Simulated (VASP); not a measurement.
The system is HfSiO4.

```
Hf Si O
1.0
     2.70935    1.56424    3.40678
    -2.70935    1.56424    3.40678
     0.00000   -3.12849    3.40678
Hf Si O
1 1 4
Cartesian
  0.0000 0.0000 4.5886
  0.0000 0.0000 2.4926
  1.8312 -1.0572 7.4457
  0.0000 2.1145 7.4457
  -1.8312 -1.0572 7.4457
  0.0000 0.0000 6.5277
```

The cell was generated, and may not be a known phase.

| Item | Value |
| --- | --- |
| Program | VASP 6.6.1 |
| Task | relaxation of cell and atoms |
| Functional | PBE |
| Potentials or basis | VASP PAW PBE potentials, release 64 (Hf_pv, Si, O) |
| Cutoff | 600 eV |
| k mesh | 6 × 6 × 6 |
| Occupations | gaussian, width 0.1 eV |
| Spin | no spin polarisation |

At the start: pressure 8.6 GPa; volume 14.44 Å³/atom.

Where does the relaxation end?

Over 39 steps the energy falls by 2637.4 meV/atom and the volume is 16.87 Å³/atom (+16.9 %); space group R3m (No. 160, to 0.1 Å) before and after.

The path:
| step | energy change (eV) | largest force (eV/Å) | pressure (GPa) | volume (Å³) |
| --- | --- | --- | --- | --- |
| 1 | 0.0000 | 14.0635 | 8.63 | 86.63 |
| 2 | -2.2050 | 38.9569 | 30.31 | 96.52 |
| 3 | -5.3236 | 9.9004 | 5.73 | 92.21 |
| 4 | -7.3481 | 7.7519 | -8.87 | 103.98 |
| 5 | -7.3702 | 7.8301 | -8.71 | 104.54 |
| 6 | -10.8007 | 10.1753 | -12.26 | 103.98 |
| 7 | -10.8970 | 10.3575 | -14.50 | 103.88 |
| 8 | -12.4194 | 20.8885 | 12.14 | 88.40 |
| 9 | -14.2151 | 3.5900 | -6.52 | 93.56 |
| 10 | -14.2363 | 3.3351 | -5.74 | 93.17 |
| 11 | -14.2411 | 3.3465 | -5.11 | 92.88 |
| 12 | -14.6063 | 4.9434 | 15.75 | 87.95 |
| 13 | -14.9578 | 1.3021 | 5.47 | 89.86 |
| 14 | -15.2557 | 2.8816 | 0.76 | 92.93 |
| 15 | -15.3446 | 3.9690 | -2.69 | 95.73 |
| 16 | -15.4939 | 2.9663 | -2.34 | 96.64 |
| 17 | -15.6791 | 0.9420 | -1.05 | 98.53 |
| 18 | -15.6972 | 0.9939 | -0.18 | 99.45 |
| 19 | -15.7349 | 0.8294 | 0.00 | 100.03 |
| 20 | -15.7617 | 0.5832 | 0.44 | 101.20 |
| 21 | -15.7621 | 0.6085 | 0.39 | 101.07 |
| 22 | -15.7774 | 0.5633 | -0.02 | 101.36 |
| 23 | -15.7969 | 0.5784 | -1.28 | 102.23 |
| 24 | -15.8084 | 0.4062 | -0.79 | 102.11 |
| 25 | -15.8169 | 0.2701 | 0.08 | 101.89 |
| 26 | -15.8170 | 0.2723 | 0.14 | 101.88 |
| 27 | -15.8184 | 0.0935 | -0.07 | 101.93 |
| 28 | -15.8191 | 0.3207 | -0.37 | 102.01 |
| 29 | -15.8198 | 0.2950 | -0.36 | 102.00 |
| 30 | -15.8215 | 0.2176 | -0.32 | 101.97 |
| 31 | -15.8232 | 0.0612 | -0.25 | 101.92 |
| 32 | -15.8232 | 0.0587 | -0.23 | 101.91 |
| 33 | -15.8234 | 0.0541 | -0.20 | 101.85 |
| 34 | -15.8237 | 0.1303 | -0.10 | 101.67 |
| 35 | -15.8239 | 0.0949 | -0.10 | 101.61 |
| 36 | -15.8241 | 0.0634 | -0.11 | 101.45 |
| 37 | -15.8241 | 0.0745 | -0.11 | 101.43 |
| 38 | -15.8242 | 0.0540 | -0.03 | 101.35 |
| 39 | -15.8242 | 0.0294 | 0.08 | 101.24 |

Final structure:
```yaml
crystal:
  lattice:
    - [2.57053, 1.48409, 4.42296]
    - [-2.57053, 1.48409, 4.42296]
    - [0.00000, -2.96819, 4.42296]
  atoms:
    - { symbol: Hf, position: [0.46127, 0.46127, 0.46127] }
    - { symbol: Si, position: [0.11429, 0.11429, 0.11429] }
    - { symbol: O, position: [0.94196, 0.46535, 0.94196] }
    - { symbol: O, position: [0.94196, 0.94196, 0.46535] }
    - { symbol: O, position: [0.46535, 0.94196, 0.94196] }
    - { symbol: O, position: [0.59228, 0.59228, 0.59228] }
```

Caveat: the volume moved by over 15 % at a fixed basis, so the end points are rough.
